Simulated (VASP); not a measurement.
Wanted: the native input for a VASP 6.6.1 run.

| Item | Value |
| --- | --- |
| Task | single point |
| Functional | LDA |
| Potentials or basis | VASP PAW LDA potentials, release 64 (Fe, Ni) |
| Cutoff | 520 eV |
| k mesh | 12 × 12 × 12 |
| Occupations | gaussian, width 0.05 eV |
| Spin | collinear spin, ferromagnetic start |
| Starting moments | [3.01, 0.73, 0.73, 0.73] μB |
| Dipole correction | no |
| Further INCAR settings | ALGO = Fast; EDIFF = 1e-06; NBANDS = 31 |

The structure of FeNi3 lies in POSCAR:

```
FeNi3
1.0
    3.4253370208      0.0000000000      0.0000000000
    0.0000000000      3.4253370208      0.0000000000
    0.0000000000      0.0000000000      3.4253370208
Fe Ni
1 3
Direct
    0.0000000000      0.0000000000      0.0000000000
    0.0000000000      0.5000000000      0.5000000000
    0.5000000000      0.0000000000      0.5000000000
    0.5000000000      0.5000000000      0.0000000000
```

These files were run (other wordings do the same):

INCAR

```
SYSTEM = FeNi3
ALGO = Fast
EDIFF = 1E-6
ENCUT = 520
GGA = CA
ISIF = 2
ISMEAR = 0
ISPIN = 2
LASPH = .TRUE.
LCHARG = .TRUE.
LELF = .TRUE.
LMAXMIX = 4
LORBIT = 11
LREAL = .FALSE.
LVHAR = .TRUE.
LWAVE = .FALSE.
MAGMOM = 3.01 0.73 0.73 0.73
NBANDS = 31
NELM = 150
PREC = Accurate
SIGMA = 0.05
```

KPOINTS

```
k-points
0
G
  12 12 12
  0 0 0
```

Potentials or basis: VASP PAW LDA potentials, release 64 (Fe, Ni).

Command:

```bash
$ cat potpaw_LDA.64/Fe/POTCAR potpaw_LDA.64/Ni/POTCAR > POTCAR
$ mpirun -np 1 vasp_std > vasp.out
```

Results of the run:

```json
{"Pressure": "4.8 GPa", "Net moment": "4.55 μB per cell", "Site moments": "Fe +2.69; Ni +0.61 μB", "Valence electrons inside the program's atomic spheres": "Fe 7.33; Ni 9.54"}
```

Caveat: the cell stands under pressure.

It took 2.9 min on 1 thread of AMD EPYC 9R45 96-Core Processor (Zen 5) (shared host), peak memory 0.23 GiB.
